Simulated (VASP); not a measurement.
# LiNbO3 (R3c) in VASP: a series of runs, part 2 of 2

VASP 6.6.1. Earlier steps stand in the parts before.

## 3. Single point, LDA (volume 9.494 Å^3 an atom, c/a of the conventional cell 2.8348)

INCAR

```
PREC = Accurate ; ENCUT = 750
EDIFF = 1E-6 ; ISMEAR = 0
SIGMA = 0.05 ; LREAL = False
LASPH = True ; NELM = 120
ALGO = Normal ; ISIF = 2
LWAVE = False ; LCHARG = False
GGA = CA ; NBANDS = 45
GGA_COMPAT = False
```

KPOINTS

```
regular mesh
0
Gamma
  6 6 6
```

POSCAR

```
LiNbO3
1.0
    2.4386107266      1.4079325595      4.6086491251
   -2.4386107266      1.4079325595      4.6086491251
    0.0000000000     -2.8158651189      4.6086491251
Li Nb O
2 2 6
Direct
    0.2820532489      0.2820532489      0.2820532489
    0.7820532489      0.7820532489      0.7820532489
    0.9985425380      0.9985425380      0.9985425380
    0.4985425380      0.4985425380      0.4985425380
    0.1062571809      0.3667678423      0.7180491900
    0.7180491900      0.1062571809      0.3667678423
    0.3667678423      0.7180491900      0.1062571809
    0.2180491900      0.8667678423      0.6062571809
    0.8667678423      0.6062571809      0.2180491900
    0.6062571809      0.2180491900      0.8667678423
```

Potentials or basis: VASP PAW LDA potentials, release 64 (Li_sv, Nb_sv, O).

Command:

```sh
$ cat potpaw_LDA.64/Li_sv/POTCAR potpaw_LDA.64/Nb_sv/POTCAR potpaw_LDA.64/O/POTCAR > POTCAR
$ mpirun -np 1 vasp_std > vasp.out
```

OUTCAR:

```text
PREC = Accurate
   ENCUT = 750
   EDIFF = 1E-6
   ISMEAR = 0
   LREAL = False
   LASPH = True
   NELM = 120
   ISIF = 2
   GGA = CA

 ion  position               nearest neighbor table
   1  0.282  0.282  0.282-   9 1.94  10 1.94   8 1.94   6 2.18   5 2.18   7 2.18
   2  0.782  0.782  0.782-   5 1.94   6 1.94   7 1.94  10 2.18   9 2.18   8 2.18
   3  0.999  0.999  0.999-   7 1.83   6 1.83   5 1.83  10 2.05   8 2.05   9 2.05
   4  0.499  0.499  0.499-   8 1.83  10 1.83   9 1.83   6 2.05   7 2.05   5 2.05
   5  0.106  0.367  0.718-   3 1.83   2 1.94   4 2.05   1 2.18
   6  0.718  0.106  0.367-   3 1.83   2 1.94   4 2.05   1 2.18
   7  0.367  0.718  0.106-   3 1.83   2 1.94   4 2.05   1 2.18
   8  0.218  0.867  0.606-   4 1.83   1 1.94   3 2.05   2 2.18
   9  0.867  0.606  0.218-   4 1.83   1 1.94   3 2.05   2 2.18
  10  0.606  0.218  0.867-   4 1.83   1 1.94   3 2.05   2 2.18

  LATTYP: Found a trigonal (rhomboedric) cell.
 ALAT       =     5.4008094881
 COS(alpha) =     0.5922469302

  Lattice vectors:

 A1 = (   2.4386107266,   1.4079325595,   4.6086491251)
 A2 = (  -2.4386107266,   1.4079325595,   4.6086491251)
 A3 = (   0.0000000000,  -2.8158651189,   4.6086491251)

Analysis of symmetry for initial positions (statically):
=====================================================================
 Subroutine PRICEL returns:
 Original cell was already a primitive cell.

 Routine SETGRP: Setting up the symmetry group for a
 trigonal (rhombohedral) supercell.

 Subroutine GETGRP returns: Found  6 space group operations
 (whereof  3 operations were pure point group operations)
 out of a pool of 12 trial point group operations.

The static configuration has the point symmetry C_3 .
 The point group associated with its full space group is C_3v.

Analysis of symmetry for dynamics (positions and initial velocities):
=====================================================================
 Subroutine PRICEL returns:
 Original cell was already a primitive cell.

 Routine SETGRP: Setting up the symmetry group for a
 trigonal (rhombohedral) supercell.

 Subroutine GETGRP returns: Found  6 space group operations
 (whereof  3 operations were pure point group operations)
 out of a pool of 12 trial point group operations.

The dynamic configuration has the point symmetry C_3 .
 The point group associated with its full space group is C_3v.

 Subroutine INISYM returns: Found  6 space group operations
 (whereof  3 operations are pure point group operations),
 and found     1 'primitive' translations

----------------------------------------------------------------------------------------

                                     Primitive cell

  volume of cell :      94.9400

  direct lattice vectors                    reciprocal lattice vectors
     2.438610727  1.407932560  4.608649125     0.205034774  0.118376882  0.072327774
    -2.438610727  1.407932560  4.608649125    -0.205034774  0.118376882  0.072327774
     0.000000000 -2.815865119  4.608649125     0.000000000 -0.236753764  0.072327774

  length of vectors
     5.400809488  5.400809488  5.400809488     0.247555351  0.247555351  0.247555351

  position of ions in fractional coordinates (direct lattice)
[... 52 lines left out ...]
  0.000000  0.000000  0.000000      1.000000
  0.166667  0.000000  0.000000      6.000000
  0.333333  0.000000  0.000000      6.000000
  0.500000  0.000000 -0.000000      3.000000
  0.166667  0.166667  0.000000      6.000000
  0.333333  0.166667 -0.000000     12.000000
[... 16 lines left out ...]
  0.500000  0.500000  0.166667      6.000000
 -0.333333  0.500000  0.166667     12.000000
 [... further k-points ...]
   k-points           NKPTS =     32   k-points in BZ     NKDIM =     32   number of bands    NBANDS=     45
   number of dos      NEDOS =    301   number of ions     NIONS =     10
   total plane-waves  NPLWV = 110592
   dimension x,y,z NGX =    48 NGY =   48 NGZ =   48
   dimension x,y,z NGXF=    96 NGYF=   96 NGZF=   96
   ions per type =               2   2   6
   NGX,Y,Z   is equivalent  to a cutoff of  14.78, 14.78, 14.78 a.u.
   NGXF,Y,Z  is equivalent  to a cutoff of  29.55, 29.55, 29.55 a.u.
 SYSTEM =  unknown system
   PREC   = accura    normal or accurate (medium, high low for compatibility)
   ISTART =      0    job   : 0-new  1-cont  2-samecut
   ICHARG =      2    charge: 1-file 2-atom 10-const
   ISPIN  =      1    spin polarized calculation?
   LNONCOLLINEAR =      F non collinear calculations
   LSORBIT =      F    spin-orbit coupling
   LASPH  =      T    aspherical Exc in radial PAW
   ENCUT  =  750.0 eV  55.12 Ry    7.42 a.u.  12.06 12.06 12.06*2*pi/ulx,y,z
   NELM   =    120;   NELMIN=  2; NELMDL= -5     # of ELM steps
   EDIFF  = 0.1E-05   stopping-criterion for ELM
   LREAL  =      F    real-space projection
   EDIFFG = 0.1E-04   stopping-criterion for IOM
   NSW    =      0    number of steps for IOM
   IBRION =     -1    ionic relax: 0-MD 1-quasi-New 2-CG
   NFREE  =      0    steps in history (QN), initial steepest desc. (CG)
   ISIF   =      2    stress and relaxation
   ISYM   =      2    0-nonsym 1-usesym 2-fastsym
   POTIM  = 0.5000    time-step for ionic-motion
   TEBEG  =    0.0;   TEEND  =   0.0 temperature during run
   PSTRESS=    0.0 pullay stress
   NELECT =      68.0000    total number of electrons
   NUPDOWN=      -1.0000    fix difference up-down
   EMIN   =  10.00;   EMAX   =-10.00  energy-range for DOS
   EFERMI =   0.00;   METHOD = LEGACY
   ISMEAR =     0;   SIGMA  =   0.05  broadening in eV -4-tet -1-fermi 0-gaus
   EFERMI_NEDOS =   21; number of points for ismear=-14 and -15
   IALGO  =     38    algorithm
   IMIX   =      4    mixing-type and parameters
     AMIX     =   0.40;   BMIX     =  1.00
     AMIX_MAG =   1.60;   BMIX_MAG =  1.00
  volume/ion in A,a.u.               =       9.49        64.07
  Fermi-wavevector in a.u.,A,eV,Ry     =   1.464743  2.767963 29.190914  2.145472
  Thomas-Fermi vector in A             =   2.580683
   LORBIT       =      0    0 simple, 1 ext, 2 COOP (PROOUT), +10 PAW based schemes
   GGA     = CA    functional components
   LHFCALC =     F    Hartree Fock is set to
   AEXX    =    0.0000 exact exchange contribution
   IVDW    =     0    specifies the selected vdW correction
   LEPSILON=     F    determine dielectric tensor
   LRPA    =     F    only Hartree local field effects (RPA)
 non-spin polarized calculation
 Gauss-broadening in eV      SIGMA  =   0.05
  energy-cutoff  :      750.00
  volume of cell :       94.94
 maximum number of plane-waves:      4454
   NGX = 25   NGY = 25   NGZ = 25

 number of electron      67.9999999 magnetization

 Free energy of the ion-electron system (eV)
  ---------------------------------------------------
  ext. energy  EPLUGINS =         0.00000000
  ---------------------------------------------------
  free energy    TOTEN  =       -87.16724461 eV

  energy without entropy =      -87.16724461  energy(sigma->0) =      -87.16724461

 E-fermi :   4.7219     XC(G=0): -11.9216

 val. band max:        4.3990518147   @ k =   0.1667   0.1667   0.1667
 cond. band min:       8.1380967628   @ k =   0.0000   0.0000   0.0000
 fundamental gap:      3.7390449482
 Fermi energy:         4.7218779526

 k-point     1 :       0.0000    0.0000    0.0000
  band No.  band energies     occupation
      1     -49.0552      2.00000
      2     -49.0277      2.00000
      3     -36.7704      2.00000
      4     -36.7646      2.00000
      5     -25.7553      2.00000
      6     -25.7553      2.00000
[... 1141 lines left out ...]
     44      14.8183      0.00000
     45      15.5618      0.00000

 [... further k-points ...]
[... 5 lines left out ...]
  --------------------------------------------------------------------------------------
  -------------------------------------------------------------------------------------
  Total       13.3083384     13.3083384      6.7701470      0.0000000      0.0000000      0.0000000
  in kB      224.5872982    224.5872982    114.2508539      0.0000000      0.0000000      0.0000000
  external PRESSURE =     187.8084835 kB  Pullay stress =       0.0000000 kB

 VOLUME and BASIS-vectors are now :
 -----------------------------------------------------------------------------
  energy-cutoff  :      750.00
  volume of cell :       94.94
      direct lattice vectors                 reciprocal lattice vectors
     2.438610727  1.407932560  4.608649125     0.205034774  0.118376882  0.072327774
    -2.438610727  1.407932560  4.608649125    -0.205034774  0.118376882  0.072327774
     0.000000000 -2.815865119  4.608649125     0.000000000 -0.236753764  0.072327774

 POSITION                                       TOTAL-FORCE (eV/Angst)
 -----------------------------------------------------------------------------------
      0.00000      0.00000      3.89965         0.000000      0.000000      0.103344
      0.00000      0.00000     10.81263         0.000000      0.000000      0.103344
      0.00000      0.00000     13.80580         0.000000     -0.000000     -0.838361
      0.00000      0.00000      6.89282         0.000000     -0.000000     -0.838361
     -0.63528     -1.35594      5.48924        -0.836987      0.718833      0.245006
      1.49192      0.12780      5.48924        -0.204034     -1.084268      0.245006
     -0.85664      1.22814      5.48924         1.041021      0.365435      0.245006
     -1.58197     -0.17979      7.79357        -1.041021      0.365435      0.245006
      0.63528      1.45992      7.79357         0.836987      0.718833      0.245006
      0.94669     -1.28013      7.79357         0.204034     -1.084268      0.245006
 -----------------------------------------------------------------------------------
    total drift:                                0.000000     -0.000000     -0.000903

  FREE ENERGIE OF THE ION-ELECTRON SYSTEM (eV)
  ---------------------------------------------------
  free  energy   TOTEN  =       -87.1672446050 eV

  energy  without entropy=      -87.1672446050  energy(sigma->0) =      -87.16724461
```

Run time: 6.1 min. Hardware: 1 thread of Intel Xeon 6975P-C, shared host; peak memory 0.37 GiB.

What came out:

```
Free energy            : -87.1672 eV
Pressure               : 18.8 GPa
Largest force          : 1.130 eV/Å
Band gap on the k mesh : 3.74 eV, indirect (least direct gap 3.75 eV)
```

Forces on the atoms (eV/Å):
```
Li   0.000  0.000  0.103
Li   0.000  0.000  0.103
Nb   0.000  0.000 -0.838
Nb   0.000  0.000 -0.838
O   -0.837  0.719  0.245
O   -0.204 -1.084  0.245
O    1.041  0.365  0.245
O   -1.041  0.365  0.245
O    0.837  0.719  0.245
O    0.204 -1.084  0.245
```

Levels at points of the mesh, in eV from the valence-band top:
```
           k point  band 32  band 33  band 34  band 35  band 36  band 37
(0.00, 0.00, 0.00)    -0.54    -0.01    -0.01     3.74     3.74     4.43
(0.50, 0.00, 0.00)    -0.38    -0.22    -0.22     4.19     4.19     5.17
(0.50, 0.50, 0.00)    -0.61    -0.38    -0.24     3.87     4.40     4.98
(0.50, 0.50, 0.50)    -0.29    -0.29    -0.29     5.24     5.24     5.33
```

Caveat: forces of over 1 eV/Å act on the atoms, so gaps and moduli don't describe the material at rest.
